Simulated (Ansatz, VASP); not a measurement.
One calculation of Al, two programs

INCAR

```
  PREC = Accurate
  ENCUT = 520
  EDIFF = 1E-6
  ISMEAR = -1
  SIGMA = 0.05
  LREAL = F
  LASPH = T
  NELM = 100
  ALGO = Normal
  ISIF = 2
  LWAVE = F
  LCHARG = T
  LELF = T
  LVHAR = T
  NBANDS = 8
```

File KPOINTS:

```
Automatic mesh
0
Gamma
  18 18 18
```

POSCAR

```
Al
1.0
    0.0000000000      1.7164631211      1.7164631211
    1.7164631211      0.0000000000      1.7164631211
    1.7164631211      1.7164631211      0.0000000000
Al
1
Direct
    0.0000000000      0.0000000000      0.0000000000
```

Input for Ansatz:

```yaml
crystal:
  lattice:
    - [0.0, 1.7164631211, 1.7164631211]
    - [1.7164631211, 0.0, 1.7164631211]
    - [1.7164631211, 1.7164631211, 0.0]
  atoms:
    - { symbol: Al, position: [0.0, 0.0, 0.0] }
kpoints:
  mp_grid: { grid: [18, 18, 18] }
scf:
  occupations: { method: fermi_dirac, width: 0.05 }
hamiltonian:
  xc: lda
  pseudopotentials: { kind: all_electron, lapw: { basis_error: 0.001 } }
output:
  forces: true
  stress: true
  eigenvalues: true
  populations: true
```

Change from the starting cell: volume scaled by 0.64, LAPW.

Alike in both runs: task single point; functional LDA; k mesh 18 × 18 × 18; occupations fermi-dirac, width 0.05 eV; no spin polarisation.

```csv
,VASP,Ansatz
version,VASP 6.6.1,Ansatz 0.2.0
potentials or method,"VASP PAW LDA potentials, release 64 (Al), cutoff 520 eV","all-electron LAPW, scalar-relativistic"
```

|  | VASP | Ansatz | Ansatz less VASP |
| --- | --- | --- | --- |
| pressure (GPa) | 99.8 | 98.0 | -1.71 |

LDA's correlation is that of Perdew and Zunger in VASP and of Perdew and Wang (1992) in Ansatz. Both programs put the cell under a high pressure, so it lies far from rest at this level. Ansatz ran all-electron here, and VASP with PAW potentials.

Noted on VASP's run: the cell as given lies far from equilibrium.
